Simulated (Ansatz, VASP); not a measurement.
**Sb in VASP and in Ansatz**

```
CELL_PARAMETERS angstrom
6.06761 0.00000 0.00000
0.00000 6.06761 0.00000
0.00000 0.00000 6.06761
ATOMIC_POSITIONS crystal
Sb 0.50000 0.50000 0.50000
Sb 0.00000 0.00000 0.00000
Sb 0.25000 0.00000 0.50000
Sb 0.50000 0.25000 0.00000
Sb 0.50000 0.75000 0.00000
Sb 0.75000 0.00000 0.50000
Sb 0.00000 0.50000 0.75000
Sb 0.00000 0.50000 0.25000
```

Alike in both runs: functional PBE; k mesh 6 × 6 × 6; occupations gaussian, width 0.1 eV; no spin polarisation.

Ansatz relaxed the structure, and its values are those at the end. VASP's run is a single point on that final structure, the one shown.

|  | VASP | Ansatz |
| --- | --- | --- |
| version | VASP 6.6.1 | Ansatz 0.2.0 |
| potentials or method | VASP PAW PBE potentials, release 64 (Sb), cutoff 520 eV | scalar-relativistic, plane waves, PAW |
| valence electrons in the cell | 40 | 120 |

VASP gave:

* gap on the k mesh at the Fermi level (eV): none
* pressure (GPa): -0.1

Problem. Which values does Ansatz return?

Solution. gap on the k mesh at the Fermi level (eV): none; pressure (GPa): 0.0.

A gap of «none» marks a metal or a gap that the smearing closes. VASP's potentials hold 40 valence electrons a cell and Ansatz's 120, so a difference there can come from the potentials and not from the codes.

Neither program's run includes spin-orbit coupling.
